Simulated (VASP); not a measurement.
A run of VASP 6.6.1 is set up as follows.

INCAR

```
PREC = Accurate ; ENCUT = 520
EDIFF = 1E-6 ; ISMEAR = 0
SIGMA = 0.01 ; LREAL = False
LASPH = True ; NELM = 60
ALGO = Normal ; ISIF = 2
LWAVE = False ; LCHARG = False
GGA = PE ; NBANDS = 16
```

Contents of KPOINTS:

```
regular mesh
0
Gamma
  4 4 4
```

POSCAR

```
GaP
1.0
    0.0000000000      2.7254102088      2.7254102088
    2.5749675653      0.0000000000      2.7254102088
    2.5749675653      2.7254102088      0.0000000000
Ga P
1 1
Direct
    0.0000000000      0.0000000000      0.0000000000
    0.2500000000      0.2500000000      0.2500000000
```

Potentials or basis: VASP PAW PBE potentials, release 64 (Ga_d, P).

The run is started by

```sh
$ cat potpaw_PBE.64/Ga_d/POTCAR potpaw_PBE.64/P/POTCAR > POTCAR
$ mpirun -np 1 vasp_std > vasp.out
```

Problem. Predict the band gap on the k mesh.

Solution. 1.04 eV, indirect (least direct gap 2.07 eV).

Problem. What does it give for the pressure?

Solution. 8.4 GPa.

Stress tensor (GPa, compression positive):
```
10.89  0.00  0.00
 0.00  7.23  0.00
 0.00  0.00  7.23
```

Caveat: the k points lie up to 0.51 Å⁻¹ apart; the cell differs from its parent crystal (uniaxial x strain -5.5%). A k mesh can miss the band edges.
